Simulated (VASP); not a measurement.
Here is a VASP 6.6.1 calculation.

INCAR

```
SYSTEM = Sb
ALGO = Normal
EDIFF = 1E-6
EDIFFG = -0.01
ENCUT = 600
GGA = PE
IBRION = 2
ISIF = 3
ISMEAR = -1
IVDW = 13
LASPH = .TRUE.
LCHARG = .FALSE.
LREAL = .FALSE.
LWAVE = .FALSE.
NELM = 60
NSW = 60
PREC = Accurate
SIGMA = 0.05
```

Contents of KPOINTS:

```
k-points
0
G
  12 12 12
  0 0 0
```

File POSCAR:

```
Sb
1.0
   -1.5765401831      1.5765401831      2.7119384313
    1.5765401831     -1.5765401831      2.7119384313
    1.5765401831      1.5765401831     -2.7119384313
Sb
1
Direct
    0.0000000000      0.0000000000      0.0000000000
```

Potentials or basis: VASP PAW PBE potentials, release 64 (Sb).

The run is started by

```bash
$ cat potpaw_PBE.64/Sb/POTCAR > POTCAR
$ mpirun -np 1 vasp_std > vasp.out
```

Problem. What does it give for the space group after relaxing (to 0.1 Å)?

Solution. I4/mmm (No. 139).

Problem. Predict the dispersion energy per atom.

Solution. -0.576 eV.

Problem. Estimate the relaxed volume.

Solution. 26.25 Å³/atom.

Problem. Predict the band gap on the k mesh.

Solution. Zero (an odd number of electrons rules out a gap without spin polarisation).

Final structure:
```
CELL_PARAMETERS angstrom
-1.58904 1.58904 2.59876
1.58904 -1.58904 2.59876
1.58904 1.58904 -2.59876
ATOMIC_POSITIONS crystal
Sb 0.00000 0.00000 0.00000
```

Caveat: spin-orbit coupling is left out, which moves the levels of the heavy elements.
